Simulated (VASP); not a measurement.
# CsSnI3 (Pm-3m) in VASP: a series of runs, part 2 of 2

VASP 6.6.1. The steps go on from the part before.

## Step 3: Relaxation of cell and atoms, PBE, target pressure 12 GPa, at which the enthalpy is minimised

This run uses another cell than the first one, of 38.49 Å³/atom.

Input file INCAR:

```
PREC = Accurate ; ENCUT = 600
EDIFF = 1E-6 ; ISMEAR = 0
SIGMA = 0.1 ; LREAL = False
LASPH = True ; NELM = 60
ALGO = Normal ; ISIF = 3
LWAVE = False ; LCHARG = False
GGA = PE ; IBRION = 2
NSW = 70 ; EDIFFG = -0.008
PSTRESS = 120.0
```

Input file KPOINTS:

```
Automatic mesh
0
Gamma
  6 6 6
```

Input file POSCAR:

```
CsSnI3
1.0
    5.7736498102      0.0000000000      0.0000000000
    0.0000000000      5.7736498102      0.0000000000
    0.0000000000      0.0000000000      5.7736498102
Cs Sn I
1 1 3
Direct
    0.0000000000      0.0000000000      0.0000000000
    0.5000000000      0.5000000000      0.5000000000
    0.0000000000      0.5000000000      0.5000000000
    0.5000000000      0.0000000000      0.5000000000
    0.5000000000      0.5000000000      0.0000000000
```

Potentials or basis: VASP PAW PBE potentials, release 64 (Cs_sv, Sn_d, I).

Run with:

```
$ cat potpaw_PBE.64/Cs_sv/POTCAR potpaw_PBE.64/Sn_d/POTCAR potpaw_PBE.64/I/POTCAR > POTCAR
$ mpirun -np 1 vasp_std > vasp.out
```

OUTCAR:

```text
PREC = Accurate
   ENCUT = 600
   EDIFF = 1E-6
   ISMEAR = 0
   LREAL = False
   LASPH = True
   NELM = 60
   ISIF = 3
   GGA = PE
   IBRION = 2
   NSW = 70
   EDIFFG = -0.008
   PSTRESS = 120.0

 ion  position               nearest neighbor table
   1  0.000  0.000  0.000-
   2  0.500  0.500  0.500-   3 2.89   4 2.89   5 2.89   5 2.89   4 2.89   3 2.89
   3  0.000  0.500  0.500-   2 2.89   2 2.89
   4  0.500  0.000  0.500-   2 2.89   2 2.89
   5  0.500  0.500  0.000-   2 2.89   2 2.89

  LATTYP: Found a simple cubic cell.
 ALAT       =     5.7736498102

  Lattice vectors:

 A1 = (   5.7736498102,   0.0000000000,   0.0000000000)
 A2 = (   0.0000000000,   5.7736498102,   0.0000000000)
 A3 = (   0.0000000000,   0.0000000000,   5.7736498102)

Analysis of symmetry for initial positions (statically):
=====================================================================
 Subroutine PRICEL returns:
 Original cell was already a primitive cell.

 Routine SETGRP: Setting up the symmetry group for a
 simple cubic supercell.

 Subroutine GETGRP returns: Found 48 space group operations
 (whereof 48 operations were pure point group operations)
 out of a pool of 48 trial point group operations.

The static configuration has the point symmetry O_h .

Analysis of symmetry for dynamics (positions and initial velocities):
=====================================================================
 Subroutine PRICEL returns:
 Original cell was already a primitive cell.

 Routine SETGRP: Setting up the symmetry group for a
 simple cubic supercell.

 Subroutine GETGRP returns: Found 48 space group operations
 (whereof 48 operations were pure point group operations)
 out of a pool of 48 trial point group operations.

The dynamic configuration has the point symmetry O_h .

 Subroutine INISYM returns: Found 48 space group operations
 (whereof 48 operations are pure point group operations),
 and found     1 'primitive' translations

----------------------------------------------------------------------------------------

                                     Primitive cell

  volume of cell :     192.4648

[... 92 lines left out ...]
   NSW    =     70    number of steps for IOM
   IBRION =      2    ionic relax: 0-MD 1-quasi-New 2-CG
   NFREE  =      1    steps in history (QN), initial steepest desc. (CG)
   ISIF   =      3    stress and relaxation
   ISYM   =      2    0-nonsym 1-usesym 2-fastsym
   POTIM  = 0.5000    time-step for ionic-motion
   TEBEG  =    0.0;   TEEND  =   0.0 temperature during run
   PSTRESS=  120.0 pullay stress
   NELECT =      44.0000    total number of electrons
   NUPDOWN=      -1.0000    fix difference up-down
   EMIN   =  10.00;   EMAX   =-10.00  energy-range for DOS
   EFERMI =   0.00;   METHOD = LEGACY
   ISMEAR =     0;   SIGMA  =   0.10  broadening in eV -4-tet -1-fermi 0-gaus
   EFERMI_NEDOS =   21; number of points for ismear=-14 and -15
   IALGO  =     38    algorithm
   IMIX   =      4    mixing-type and parameters
     AMIX     =   0.40;   BMIX     =  1.00
     AMIX_MAG =   1.60;   BMIX_MAG =  1.00
  volume/ion in A,a.u.               =      38.49       259.76
  Fermi-wavevector in a.u.,A,eV,Ry     =   1.001018  1.891650 13.633546  1.002037
  Thomas-Fermi vector in A             =   2.133413
   LORBIT       =      0    0 simple, 1 ext, 2 COOP (PROOUT), +10 PAW based schemes
   GGA     = PE    functional components
   LHFCALC =     F    Hartree Fock is set to
   AEXX    =    0.0000 exact exchange contribution
   IVDW    =     0    specifies the selected vdW correction
   LEPSILON=     F    determine dielectric tensor
   LRPA    =     F    only Hartree local field effects (RPA)
 conjugate gradient relaxation of ions
 non-spin polarized calculation
 Gauss-broadening in eV      SIGMA  =   0.10
  energy-cutoff  :      600.00
  volume of cell :      192.46
 maximum number of plane-waves:      6488
 NGX is ok and might be reduce to    48
   NGX = 23   NGY = 23   NGZ = 23

--------------------------------------- Ionic step        1  -------------------------------------------

 number of electron      44.0000011 magnetization

 Free energy of the ion-electron system (eV)
  ---------------------------------------------------
  ext. energy  EPLUGINS =         0.00000000
  ---------------------------------------------------
  free energy    TOTEN  =       -13.05853583 eV

  energy without entropy =      -13.05774106  energy(sigma->0) =      -13.05813844

 E-fermi :   5.1743     XC(G=0):  -8.4545

 val. band max:        4.9854724193   @ k =   0.5000   0.5000   0.3333
 cond. band min:       5.2043048640   @ k =   0.5000   0.5000   0.5000
 fundamental gap:      0.2188324447
 Fermi energy:         5.1742882538

 k-point     1 :       0.0000    0.0000    0.0000
  band No.  band energies     occupation
      1     -17.5050      2.00000
      2     -17.1748      2.00000
      3     -17.1748      2.00000
      4     -17.1092      2.00000
      5     -17.1092      2.00000
      6     -17.1092      2.00000
[... 773 lines left out ...]
--------------------------------------- Ionic step        6  -------------------------------------------

 number of electron      43.9999991 magnetization

 Free energy of the ion-electron system (eV)
  ---------------------------------------------------
  ext. energy  EPLUGINS =         0.00000000
  ---------------------------------------------------
  free energy    TOTEN  =       -12.05257105 eV

  energy without entropy =      -12.04966909  energy(sigma->0) =      -12.05112007

 E-fermi :   6.2743     XC(G=0):  -8.8812

 val. band max:        6.2349745344   @ k =   0.5000   0.5000   0.3333
 cond. band min:       6.3988795883   @ k =   0.5000   0.5000   0.3333
 fundamental gap:      0.1639050539
 Fermi energy:         6.2742577179

 k-point     1 :       0.0000    0.0000    0.0000
  band No.  band energies     occupation
      1     -16.5677      2.00000
      2     -16.2638      2.00000
      3     -16.2638      2.00000
      4     -16.1640      2.00000
      5     -16.1640      2.00000
      6     -16.1640      2.00000
[... 605 lines left out ...]
  energy  without entropy=      -12.0496690880  energy(sigma->0) =      -12.05112007

  enthalpy is  TOTEN    =         1.0728718548 eV   P V=       13.1254429085

 reached required accuracy - stopping structural energy minimisation
```

OSZICAR:

```text
N       E                     dE             d eps       ncg     rms          rms(c)
DAV:   1     0.399497889501E+03    0.39950E+03   -0.20234E+04  1040   0.180E+03
DAV:   2     0.486884673746E+02   -0.35081E+03   -0.34298E+03  1152   0.374E+02
DAV:   3    -0.101262574994E+02   -0.58815E+02   -0.56904E+02  1302   0.144E+02
DAV:   4    -0.130820810976E+02   -0.29558E+01   -0.29507E+01  1222   0.341E+01
[... 51 lines left out ...]
DAV:   2    -0.120526263029E+02    0.20872E-03   -0.36837E-04  1378   0.216E-01    0.405E-02
DAV:   3    -0.120525710483E+02    0.55255E-04   -0.13843E-04  1410   0.110E-01    0.141E-02
DAV:   4    -0.120525698438E+02    0.12045E-05   -0.75808E-06  1312   0.197E-02    0.134E-02
DAV:   5    -0.120525708635E+02   -0.10197E-05   -0.85598E-07   558   0.893E-03    0.114E-03
DAV:   6    -0.120525710537E+02   -0.19012E-06   -0.33088E-07   540   0.657E-03
   6 F= 0.10728719E+01 E0= 0.10743228E+01  d E =-.183510E-04
```

CONTCAR:

```text
CsSnI3
   1.00000000000000
     5.5960437506489136    0.0000000000000000    0.0000000000000000
    -0.0000000000000000    5.5960437506489136    0.0000000000000000
    -0.0000000000000000   -0.0000000000000000    5.5960437506489145
  Cs              Sn              I
     1     1     3
Direct
     0.0000000000000000    0.0000000000000000    0.0000000000000000
     0.5000000000000000    0.5000000000000000    0.5000000000000000
     0.0000000000000000    0.5000000000000000    0.5000000000000000
     0.5000000000000000    0.0000000000000000    0.5000000000000000
     0.5000000000000000    0.5000000000000000    0.0000000000000000

  0.00000000E+00  0.00000000E+00  0.00000000E+00
  0.00000000E+00  0.00000000E+00  0.00000000E+00
  0.00000000E+00  0.00000000E+00  0.00000000E+00
  0.00000000E+00  0.00000000E+00  0.00000000E+00
  0.00000000E+00  0.00000000E+00  0.00000000E+00
```

Wall time 4.1 min (1 thread of AMD EPYC 9R45 (Zen 5), shared host); peak memory 0.4 GiB.

What came out:

| Property | Result |
| --- | --- |
| Free energy | -12.0526 eV |
| Relaxed volume | 35.05 Å³/atom |
| Relaxed cell | a = 5.596 Å, b = 5.596 Å, c = 5.596 Å, α = 90.00°, β = 90.00°, γ = 90.00° |
| Space group after relaxing (to 0.1 Å) | Pm-3m (No. 221) |
| Energy change on relaxing (the run minimises the enthalpy) | +201.2 meV/atom |
| Ionic steps | 6 |
| Pressure after relaxing | 12.0 GPa |
| Band gap on the k mesh | zero (bands 22 and 23 overlap by 0.04 eV) |

Step by step:
| step | energy change (eV) | largest force (eV/Å) | pressure (GPa) | volume (Å³) |
| --- | --- | --- | --- | --- |
| 1 | 0.0000 | 0.0000 | 7.07 | 192.46 |
| 2 | 2.2927 | 0.0000 | 17.93 | 161.30 |
| 3 | 0.9903 | 0.0000 | 11.93 | 175.45 |
| 4 | 1.0150 | 0.0000 | 12.06 | 175.12 |
| 5 | 0.9932 | 0.0000 | 11.95 | 175.42 |
| 6 | 1.0060 | 0.0000 | 12.00 | 175.24 |

Final structure:
```
CELL_PARAMETERS angstrom
5.59604 0.00000 0.00000
0.00000 5.59604 0.00000
0.00000 0.00000 5.59604
ATOMIC_POSITIONS crystal
Cs 0.00000 0.00000 0.00000
Sn 0.50000 0.50000 0.50000
I 0.00000 0.50000 0.50000
I 0.50000 0.00000 0.50000
I 0.50000 0.50000 0.00000
```

Caveat: the cell is relaxed towards a set pressure, so the run minimises the enthalpy, not the energy; semilocal functionals underestimate gaps, and a narrow one can read as zero; spin-orbit coupling is left out, which moves the levels of the heavy elements.

The gap in the log of VASP goes by the Fermi energy; the results here count the filled bands.